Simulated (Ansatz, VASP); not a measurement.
# TiO2: VASP beside Ansatz

```
CELL_PARAMETERS angstrom
0.00000 2.39683 2.39683
2.39683 0.00000 2.39683
2.39683 2.39683 0.00000
ATOMIC_POSITIONS crystal
Ti 0.00000 0.00000 0.00000
O 0.75000 0.75000 0.75000
O 0.25000 0.25000 0.25000
```

Alike in both runs: task single point; functional PBE0; k mesh 6 × 6 × 6; no spin polarisation.

|  | VASP | Ansatz |
| --- | --- | --- |
| version | VASP 6.6.1 | Ansatz 0.2.0 |
| potentials or method | VASP PAW PBE potentials, release 64 (Ti_sv, O) | plane waves, PAW |
| plane-wave cutoff (eV) | 520 | 420 |
| occupations | gaussian, width 0.01 eV | fixed |
| valence electrons in the cell | 24 | 24 |

|  | VASP | Ansatz | Ansatz less VASP |
| --- | --- | --- | --- |
| gap on the k mesh at the Fermi level (eV) | 3.34 | 3.35 | +0.012 |
| pressure (GPa) | -3.1 | -4.0 | -0.91 |

Ansatz's warnings: stress exchange threshold loose, stress scf threshold loose.
